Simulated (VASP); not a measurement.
Crystal: Pb.

```
Pb
1.0
     0.00000    2.47502    2.47502
     2.47502    0.00000    2.47502
     2.47502    2.47502    0.00000
Pb
1
Direct
  0.00000 0.00000 0.00000
```

```yaml
Program: VASP 6.6.1
Task: relaxation of cell and atoms
Functional: LDA
Potentials_or_basis: VASP PAW LDA potentials, release 64 (Pb_d)
Cutoff: 600 eV
k_mesh: 16 × 16 × 16
Occupations: fermi-dirac, width 0.05 eV
Spin: no spin polarisation
```

At the start: pressure -2.0 GPa; volume 30.32 Å³/atom.

Task: How do energy, volume and symmetry change on relaxing?

Result: Over 3 steps the energy falls by 7.8 meV/atom and the volume is 29.12 Å³/atom (-4.0 %); space group Fm-3m (No. 225, to 0.1 Å) before and after.

The path:
```csv
step,energy change (eV),largest force (eV/Å),pressure (GPa),volume (Å³)
1,0.0000,0.0000,-1.99,30.32
2,-0.0067,0.0000,0.81,28.70
3,-0.0078,0.0000,0.00,29.12
```

Final structure:
```xyz
1
Lattice="0.0000 2.4418 2.4418 2.4418 0.0000 2.4418 2.4418 2.4418 0.0000" Properties=species:S:1:pos:R:3 pbc="T T T"
Pb    0.0000    0.0000    0.0000
```
